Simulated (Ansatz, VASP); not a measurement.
One calculation of BN, two programs

```xyz
4
Lattice="2.4982 0.0000 0.0000 -1.2491 2.1635 0.0000 0.0000 0.0000 6.6357" Properties=species:S:1:pos:R:3 pbc="T T T"
N     1.2491    0.7212    1.6589
N     0.0000    1.4424    4.9768
B     1.2491    0.7212    4.9768
B     0.0000    1.4424    1.6589
```

Alike in both runs: functional B3LYP; k mesh 6 × 6 × 2; occupations fermi-dirac, width 0.05 eV; no spin polarisation.

|  | VASP | Ansatz |
| --- | --- | --- |
| version | VASP 6.6.1 | Ansatz 0.2.0 |
| potentials or method | VASP PAW PBE potentials, release 64 (N, B) | Ansatz PAW |
| plane-wave cutoff (eV) | 520 | 420 |
| valence electrons in the cell | 16 | 16 |
| task | single point | band structure |

```tsv
	VASP	Ansatz	Ansatz less VASP
gap on the k mesh at the Fermi level (eV)	6.03	6.00	-0.021
least direct gap on the mesh (eV)	6.46	6.43	-0.030
pressure (GPa)	2.1	2.2	+0.06
traceless stress, the component that is largest in VASP (GPa)	1.68	1.90	+0.219
```

VASP's potentials were made for PBE, not for B3LYP.

The k mesh is coarse, so the values compare programs but aren't converged.
